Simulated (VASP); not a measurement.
# ZnO (ref) in VASP: a series of runs

Runs on ZnO (ref). Level: r2SCAN. Tasks: single point.

Everything below comes from runs of VASP 6.6.1. Logs are shortened: lines on timing, memory, paths and dates and some standing lists are left out, and cuts for length are marked.

## 1. The cell of the first run

It takes space group P6_3mc (No. 186, hexagonal). The conventional cell has a = 3.235 Å, b = 3.235 Å, c = 5.211 Å, α = 90.00°, β = 90.00°, γ = 120.00°. Within 2.5 Å of Zn (site symmetry 3m) lie 3 O at 1.87 Å. Within 2.5 Å of O (site symmetry 3m) lie 3 Zn at 1.87 Å.

## 2. Single point, r2SCAN

The input, POSCAR:

```
ZnO
1.0
    3.2351576527      0.0000000000      0.0000000000
   -1.6175788264      2.8017287125      0.0000000000
    0.0000000000      0.0000000000      5.2110795600
Zn O
2 2
Direct
    0.3333333333      0.6666666667     -0.0529834722
    0.6666666667      0.3333333333      0.4470165278
    0.3333333333      0.6666666667      0.4349834722
    0.6666666667      0.3333333333      0.9349834722
```

The input, INCAR.step1:

```
SYSTEM = ZnO
PREC = Accurate ; ENCUT = 520
ISMEAR = 0 ; SIGMA = 0.01
LREAL = .FALSE. ; LASPH = .TRUE.
NELM = 80 ; NBANDS = 26
GGA = PE ; ALGO = Normal
EDIFF = 1E-4 ; LWAVE = .TRUE.
LCHARG = .FALSE.
```

The input, INCAR.step2:

```
SYSTEM = ZnO
PREC = Accurate ; ENCUT = 520
EDIFF = 1E-7 ; ISMEAR = 0
SIGMA = 0.01 ; LREAL = .FALSE.
LASPH = .TRUE. ; NELM = 80
ALGO = Normal ; ISIF = 2
LWAVE = .FALSE. ; LCHARG = .TRUE.
METAGGA = R2SCAN ; LMIXTAU = .TRUE.
LELF = .TRUE. ; LVHAR = .TRUE.
NBANDS = 26 ; ISTART = 1
```

The input, KPOINTS:

```
regular mesh
0
G
  12 12 8
  0 0 0
```

Potentials or basis: VASP PAW PBE potentials, release 64 (Zn, O).

The run is started by

```bash
> cat potpaw_PBE.64/Zn/POTCAR potpaw_PBE.64/O/POTCAR > POTCAR
> cp INCAR.step1 INCAR
> mpirun -np 1 vasp_std > vasp.out
> cp INCAR.step2 INCAR
> mpirun -np 1 vasp_std > vasp.out
```

OUTCAR:

```text
SYSTEM = ZnO
   PREC = Accurate
   ENCUT = 520
   EDIFF = 1E-7
   ISMEAR = 0
   LREAL = .FALSE.
   LASPH = .TRUE.
   NELM = 80
   ISIF = 2
   METAGGA = R2SCAN
   ISTART = 1

 ion  position               nearest neighbor table
   1  0.333  0.667  0.947-   4 1.87   4 1.87   4 1.87
   2  0.667  0.333  0.447-   3 1.87   3 1.87   3 1.87
   3  0.333  0.667  0.435-   2 1.87   2 1.87   2 1.87
   4  0.667  0.333  0.935-   1 1.87   1 1.87   1 1.87

  LATTYP: Found a hexagonal cell.
 ALAT       =     3.2351576527
 C/A-ratio  =     1.6107652607

  Lattice vectors:

 A1 = (   3.2351576527,   0.0000000000,   0.0000000000)
 A2 = (  -1.6175788264,   2.8017287125,   0.0000000000)
 A3 = (   0.0000000000,   0.0000000000,   5.2110795600)

Analysis of symmetry for initial positions (statically):
=====================================================================
 Subroutine PRICEL returns:
 Original cell was already a primitive cell.

 Routine SETGRP: Setting up the symmetry group for a
 hexagonal supercell.

 Subroutine GETGRP returns: Found 12 space group operations
 (whereof  6 operations were pure point group operations)
 out of a pool of 24 trial point group operations.

The static configuration has the point symmetry C_3v.
 The point group associated with its full space group is C_6v.

Analysis of symmetry for dynamics (positions and initial velocities):
=====================================================================
 Subroutine PRICEL returns:
 Original cell was already a primitive cell.

 Routine SETGRP: Setting up the symmetry group for a
 hexagonal supercell.

 Subroutine GETGRP returns: Found 12 space group operations
 (whereof  6 operations were pure point group operations)
 out of a pool of 24 trial point group operations.

The dynamic configuration has the point symmetry C_3v.
 The point group associated with its full space group is C_6v.

 Subroutine INISYM returns: Found 12 space group operations
 (whereof  6 operations are pure point group operations),
 and found     1 'primitive' translations

----------------------------------------------------------------------------------------

                                     Primitive cell

  volume of cell :      47.2334

  direct lattice vectors                    reciprocal lattice vectors
     3.235157653  0.000000000  0.000000000     0.309103947  0.178461247  0.000000000
    -1.617578826  2.801728713  0.000000000     0.000000000  0.356922494  0.000000000
     0.000000000  0.000000000  5.211079560     0.000000000  0.000000000  0.191898816

  length of vectors
     3.235157653  3.235157653  5.211079560     0.356922494  0.356922494  0.191898816

  position of ions in fractional coordinates (direct lattice)
     0.333333333  0.666666667  0.947016528
     0.666666667  0.333333333  0.447016528
     0.333333333  0.666666667  0.434983472
     0.666666667  0.333333333  0.934983472

  ion indices of the primitive-cell ions
   primitive index   ion index
                 1           1
                 2           2
                 3           3
                 4           4

----------------------------------------------------------------------------------------

 KPOINTS: regular mesh

Automatic generation of k-mesh.
 Grid dimensions read from file:
 generate k-points for:   12   12    8

 Generating k-lattice:

  Cartesian coordinates                     Fractional coordinates (reciprocal lattice)
     0.025758662  0.014871771  0.000000000     0.083333333  0.000000000  0.000000000
     0.000000000  0.029743541  0.000000000     0.000000000  0.083333333  0.000000000
     0.000000000  0.000000000  0.023987352     0.000000000  0.000000000  0.125000000

  Length of vectors
     0.029743541  0.029743541  0.023987352

  Shift w.r.t. Gamma in fractional coordinates (k-lattice)
     0.000000000  0.000000000  0.000000000

 Subroutine IBZKPT returns following result:
 ===========================================

 Found     95 irreducible k-points:

 Following reciprocal coordinates:
            Coordinates               Weight
  0.000000  0.000000  0.000000      1.000000
  0.083333 -0.000000  0.000000      6.000000
  0.166667 -0.000000  0.000000      6.000000
  0.250000 -0.000000  0.000000      6.000000
  0.333333  0.000000  0.000000      6.000000
  0.416667 -0.000000  0.000000      6.000000
[... 16 lines left out ...]
  0.250000 -0.000000  0.125000     12.000000
  0.333333  0.000000  0.125000     12.000000
 [... further k-points ...]
   k-points           NKPTS =     95   k-points in BZ     NKDIM =     95   number of bands    NBANDS=     26
   number of dos      NEDOS =    301   number of ions     NIONS =      4
   total plane-waves  NPLWV =  23040
   dimension x,y,z NGX =    24 NGY =   24 NGZ =   40
   dimension x,y,z NGXF=    48 NGYF=   48 NGZF=   80
   ions per type =               2   2
   NGX,Y,Z   is equivalent  to a cutoff of  12.33, 12.33, 12.76 a.u.
   NGXF,Y,Z  is equivalent  to a cutoff of  24.67, 24.67, 25.52 a.u.
 SYSTEM =  ZnO
   PREC   = accura    normal or accurate (medium, high low for compatibility)
   ISTART =      1    job   : 0-new  1-cont  2-samecut
   ICHARG =      0    charge: 1-file 2-atom 10-const
   ISPIN  =      1    spin polarized calculation?
   LNONCOLLINEAR =      F non collinear calculations
   LSORBIT =      F    spin-orbit coupling
   LASPH  =      T    aspherical Exc in radial PAW
   ENCUT  =  520.0 eV  38.22 Ry    6.18 a.u.   6.02  6.02  9.69*2*pi/ulx,y,z
   NELM   =     80;   NELMIN=  2; NELMDL=  0     # of ELM steps
   EDIFF  = 0.1E-06   stopping-criterion for ELM
   LREAL  =      F    real-space projection
   EDIFFG = 0.1E-05   stopping-criterion for IOM
   NSW    =      0    number of steps for IOM
   IBRION =     -1    ionic relax: 0-MD 1-quasi-New 2-CG
   NFREE  =      0    steps in history (QN), initial steepest desc. (CG)
   ISIF   =      2    stress and relaxation
   ISYM   =      2    0-nonsym 1-usesym 2-fastsym
   POTIM  = 0.5000    time-step for ionic-motion
   TEBEG  =    0.0;   TEEND  =   0.0 temperature during run
   PSTRESS=    0.0 pullay stress
   NELECT =      36.0000    total number of electrons
   NUPDOWN=      -1.0000    fix difference up-down
   EMIN   =  10.00;   EMAX   =-10.00  energy-range for DOS
   EFERMI =   0.00;   METHOD = LEGACY
   ISMEAR =     0;   SIGMA  =   0.01  broadening in eV -4-tet -1-fermi 0-gaus
   EFERMI_NEDOS =   21; number of points for ismear=-14 and -15
   IALGO  =     38    algorithm
   IMIX   =      4    mixing-type and parameters
     AMIX     =   0.40;   BMIX     =  1.00
     AMIX_MAG =   1.60;   BMIX_MAG =  1.00
  volume/ion in A,a.u.               =      11.81        79.69
  Fermi-wavevector in a.u.,A,eV,Ry     =   1.495406  2.825908 30.425899  2.236240
  Thomas-Fermi vector in A             =   2.607555
   LORBIT       =      0    0 simple, 1 ext, 2 COOP (PROOUT), +10 PAW based schemes
   METAGGA = R2SCAN    functional components
   LHFCALC =     F    Hartree Fock is set to
   AEXX    =    0.0000 exact exchange contribution
   IVDW    =     0    specifies the selected vdW correction
   LEPSILON=     F    determine dielectric tensor
   LRPA    =     F    only Hartree local field effects (RPA)
 non-spin polarized calculation
 Gauss-broadening in eV      SIGMA  =   0.01
  energy-cutoff  :      520.00
  volume of cell :       47.23
 maximum number of plane-waves:      1296
   NGX = 13   NGY = 13   NGZ = 19

 number of electron      36.0000039 magnetization

 Free energy of the ion-electron system (eV)
  ---------------------------------------------------
  ext. energy  EPLUGINS =         0.00000000
  ---------------------------------------------------
  free energy    TOTEN  =       -35.75410600 eV

  energy without entropy =      -35.75410600  energy(sigma->0) =      -35.75410600

 E-fermi :   1.1941     XC(G=0): -11.6848

 val. band max:        1.1359953832   @ k =   0.0000   0.0000   0.0000
 cond. band min:       2.4508949741   @ k =   0.0000   0.0000   0.0000
 fundamental gap:      1.3148995908
 Fermi energy:         1.1940924238

 k-point     1 :       0.0000    0.0000    0.0000
  band No.  band energies     occupation
      1     -18.3620      2.00000
      2     -17.7273      2.00000
      3      -5.4969      2.00000
      4      -5.4968      2.00000
      5      -5.4511      2.00000
      6      -5.4510      2.00000
[... 18 lines left out ...]
     25      15.8340      0.00000
     26      16.9684      0.00000

 k-point     2 :       0.0833   -0.0000    0.0000
  band No.  band energies     occupation
      1     -18.3218      2.00000
      2     -17.7047      2.00000
      3      -5.5131      2.00000
      4      -5.4698      2.00000
      5      -5.4516      2.00000
      6      -5.3922      2.00000
[... 18 lines left out ...]
     25      16.0782      0.00000
     26      16.3820      0.00000

 k-point     3 :       0.1667   -0.0000    0.0000
  band No.  band energies     occupation
      1     -18.2087      2.00000
      2     -17.6436      2.00000
      3      -5.5701      2.00000
      4      -5.4793      2.00000
      5      -5.3141      2.00000
      6      -5.2282      2.00000
[... 18 lines left out ...]
     25      15.1115      0.00000
     26      16.7860      0.00000

 k-point     4 :       0.2500   -0.0000    0.0000
  band No.  band energies     occupation
      1     -18.0451      2.00000
      2     -17.5645      2.00000
      3      -5.6250      2.00000
      4      -5.4355      2.00000
      5      -5.0963      2.00000
      6      -4.9846      2.00000
[... 18 lines left out ...]
     25      15.6132      0.00000
     26      17.7694      0.00000
[... 496 lines left out ...]
      1     -18.1878      2.00000
      2     -17.6657      2.00000
      3      -5.5719      2.00000
      4      -5.4888      2.00000
      5      -5.3126      2.00000
      6      -5.2335      2.00000
[... 18 lines left out ...]
     25      15.1124      0.00000
     26      16.5378      0.00000

 k-point    23 :       0.2500   -0.0000    0.1250
  band No.  band energies     occupation
      1     -18.0268      2.00000
      2     -17.5827      2.00000
      3      -5.6264      2.00000
      4      -5.4535      2.00000
      5      -5.0941      2.00000
      6      -4.9914      2.00000
[... 18 lines left out ...]
     25      15.6157      0.00000
     26      17.1935      0.00000

 k-point    24 :       0.3333    0.0000    0.1250
  band No.  band energies     occupation
      1     -17.8518      2.00000
      2     -17.5087      2.00000
      3      -5.6284      2.00000
      4      -5.3467      2.00000
      5      -4.8324      2.00000
      6      -4.7122      2.00000
[... 18 lines left out ...]
     25      16.0728      0.00000
     26      17.1669      0.00000

 [... further k-points ...]
[... 5 lines left out ...]
  --------------------------------------------------------------------------------------
  -------------------------------------------------------------------------------------
  Total        4.4892638      4.4892638     -1.2666575     -0.0000000      0.0000000      0.0000000
  in kB      152.2777586    152.2777586    -42.9655687     -0.0000000      0.0000000      0.0000000
  external PRESSURE =      87.1966495 kB  Pullay stress =       0.0000000 kB

 VOLUME and BASIS-vectors are now :
 -----------------------------------------------------------------------------
  energy-cutoff  :      520.00
  volume of cell :       47.23
      direct lattice vectors                 reciprocal lattice vectors
     3.235157653  0.000000000  0.000000000     0.309103947  0.178461247  0.000000000
    -1.617578826  2.801728713  0.000000000     0.000000000  0.356922494  0.000000000
     0.000000000  0.000000000  5.211079560     0.000000000  0.000000000  0.191898816

 POSITION                                       TOTAL-FORCE (eV/Angst)
 -----------------------------------------------------------------------------------
     -0.00000      1.86782      4.93498         0.000000     -0.000000      0.167479
      1.61758      0.93391      2.32944        -0.000000      0.000000      0.167479
     -0.00000      1.86782      2.26673        -0.000000      0.000000     -0.167479
      1.61758      0.93391      4.87227         0.000000     -0.000000     -0.167479
 -----------------------------------------------------------------------------------
    total drift:                               -0.000000      0.000000      0.009473

  FREE ENERGIE OF THE ION-ELECTRON SYSTEM (eV)
  ---------------------------------------------------
  free  energy   TOTEN  =       -35.7541059974 eV

  energy  without entropy=      -35.7541059974  energy(sigma->0) =      -35.75410600
```

Wall time 4.4 min (1 thread of AMD EPYC 9R45 (Zen 5), shared host); peak memory 0.21 GiB.

Results:

| Quantity | Value |
| --- | --- |
| Free energy | -35.7541 eV |
| Pressure | 8.7 GPa |
| Largest force | 0.167 eV/Å |
| Band gap on the k mesh | 1.31 eV, direct |

Forces in eV/Å, atoms in the order of the input:
```
Zn   0.000  0.000  0.167
Zn   0.000  0.000  0.167
O    0.000  0.000 -0.167
O    0.000  0.000 -0.167
```

Levels at points of the mesh, in eV from the valence-band top:
| k point | band 14 | band 15 | band 16 | band 17 | band 18 | band 19 | band 20 | band 21 | band 22 | band 23 |
| --- | --- | --- | --- | --- | --- | --- | --- | --- | --- | --- |
| (0.00, 0.00, 0.00) | -1.39 | -0.32 | -0.32 | 0.00 | 0.00 | 1.31 | 5.37 | 8.44 | 13.42 | 13.42 |
| (0.50, 0.00, 0.00) | -3.72 | -2.51 | -2.31 | -1.90 | -1.27 | 6.49 | 7.36 | 8.07 | 8.93 | 9.89 |
| (0.00, 0.00, 0.50) | -2.91 | -0.15 | -0.15 | -0.15 | -0.15 | 3.73 | 3.73 | 10.39 | 10.39 | 13.68 |
| (0.50, 0.00, 0.50) | -3.90 | -2.19 | -2.19 | -1.14 | -1.14 | 6.15 | 6.15 | 9.10 | 9.10 | 10.57 |

Caveat: the PAW data sets were made with another functional, which shifts forces and pressure a little.

[end of part 1 of 2]
